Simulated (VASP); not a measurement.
Crystal: SnO2.

```
Sn O
1.0
     4.78800    0.00000    0.00000
     0.00000    4.86658    0.00000
     0.00000    0.00000    3.24090
Sn O
2 4
Direct
  0.50000 0.50000 0.50000
  0.00000 0.00000 0.00000
  0.29185 0.32104 0.00000
  0.79185 0.17896 0.50000
  0.20814 0.82104 0.50000
  0.70815 0.67896 0.00000
```

Base run:

- Program: VASP 6.6.1
- Functional: PBEsol
- Potentials or basis: VASP PAW PBE potentials, release 64 (Sn_d, O)
- Cutoff: 600 eV
- k mesh: 6 × 6 × 8
- Occupations: gaussian, width 0.02 eV
- Spin: no spin polarisation

Its results: band gap on the k mesh 0.72 eV; pressure -6.0 GPa; largest force 0.105 eV/Å.

Question: The run is repeated on the same cell with these changes: functional from PBEsol to PBE. What comes out?

Answer: Band gap on the k mesh 0.80 eV; pressure -0.1 GPa; largest force 0.066 eV/Å.

PBE binds less tightly than PBEsol, so the same cell stands under more pressure.

Caveats: semilocal functionals underestimate gaps, and a narrow one can read as zero; spin-orbit coupling is left out, which moves the levels of the heavy elements; the cell stands under tension (at least some runs); the PAW data sets were made with another functional, which shifts forces and pressure a little (at least some runs).

